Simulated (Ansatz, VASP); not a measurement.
**Ba in VASP and in Ansatz**

Contents of INCAR:

```
SYSTEM = Ba
PREC     = Accurate       ! precision mode
ENCUT    = 520            ! plane-wave cutoff, eV
EDIFF    = 1E-6           ! SCF threshold, eV
ISMEAR   = -1             ! smearing method
SIGMA    = 0.1            ! smearing width, eV
LREAL    = .False.        ! projectors in reciprocal space
LASPH    = .True.         ! aspherical terms in the spheres
NELM     = 60             ! most SCF steps
ALGO     = Normal         ! electronic algorithm
ISIF     = 2              ! what is computed and relaxed
LWAVE    = .False.        ! write WAVECAR
LCHARG   = .False.        ! write CHGCAR
GGA      = RP             ! functional
NBANDS   = 22             ! bands
```

KPOINTS

```
regular mesh
0
Gamma
  6 6 8
  0 0 0
```

POSCAR

```
Ba
1.0
    7.6891167731      0.0000000000      0.0000000000
   -3.8445583865      6.6589704582      0.0000000000
    0.0000000000      0.0000000000      4.5681056652
Ba
3
Direct
    1.0000000000      0.0000000000      1.0000000000
    0.3333333333      0.6666666667      0.5000000000
    0.6666666667      0.3333333333      0.5000000000
```

Input for Ansatz:

```yaml
crystal:
  lattice:
    - [7.6891167731, 0.0, 0.0]
    - [-3.8445583865, 6.6589704582, 0.0]
    - [0.0, 0.0, 4.5681056652]
  atoms:
    - { symbol: Ba, position: [1.0, 0.0, 1.0] }
    - { symbol: Ba, position: [0.3333333333, 0.6666666667, 0.5] }
    - { symbol: Ba, position: [0.6666666667, 0.3333333333, 0.5] }
hamiltonian:
  xc: rpbe
  pseudopotentials:
    kind: paw
    azcp:
      Ba: "pseudopotentials/Ba.paw.azcp"
basis:
  ecutwfc: 420
  fft_grid_basis: typed
kpoints:
  mp_grid: { grid: [6, 6, 8], shift: [0, 0, 0] }
magnetization:
  spin_polarized: false
scf:
  occupations: { method: fermi_dirac, width: 0.1 }
  lower_state_search: "off"
output:
  stress: true
```

Alike in both runs: task single point; functional RPBE; k mesh 6 × 6 × 8; occupations fermi-dirac, width 0.1 eV; no spin polarisation.

|  | VASP | Ansatz |
| --- | --- | --- |
| version | VASP 6.6.1 | Ansatz 0.2.0 |
| potentials or method | VASP PAW PBE potentials, release 64 (Ba_sv), cutoff 520 eV | plane waves (420 eV) with PAW, scalar-relativistic |
| valence electrons in the cell | 30 | 30 |

|  | VASP | Ansatz | Ansatz less VASP |
| --- | --- | --- | --- |
| pressure (GPa) | -0.7 | -0.7 | -0.02 |

VASP's potentials were made for PBE, not for RPBE.

Spin-orbit coupling is off throughout.
